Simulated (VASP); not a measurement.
Runs of VASP 6.6.1 on HfN. The structure is that of space group P6_3/mmc (No. 194), or close to it. The cells are those of the table. 

```csv
cell,gap on the mesh (eV),pressure (GPa)
"a = 3.144, b = 3.144, c = 5.435 Å, angles 90.0, 90.0, 120.0°, 4 atoms",none,-12.2
"a = 3.113, b = 3.113, c = 5.380 Å, angles 90.0, 90.0, 120.0°, 4 atoms",none,(b)
"a = 3.205, b = 3.205, c = 5.540 Å, angles 90.0, 90.0, 120.0°, 4 atoms",none,(a)
"a = 3.175, b = 3.175, c = 5.488 Å, angles 90.0, 90.0, 120.0°, 4 atoms",none,-19.0
"a = 3.081, b = 3.081, c = 5.325 Å, angles 90.0, 90.0, 120.0°, 4 atoms",none,5.0
```

Alike in all rows: task single point; level LDA; potentials or basis VASP PAW LDA potentials, release 64 (Hf_pv, N); no spin polarisation; k mesh 8 × 8 × 4; cutoff (eV) 520; smearing fermi-dirac 0.01 eV.

Q: Estimate the missing entries.

A: (a) -24.8; (b) -4.3.

Caveats: spin-orbit coupling is left out, which moves the levels of the heavy elements; the cell stands under tension (at least some runs); the cell stands under pressure (at least some runs).

A k mesh can miss the band edges, and the runs leave out spin-orbit coupling on Hf.

A gap of «none» marks levels without a gap at the run's occupations.
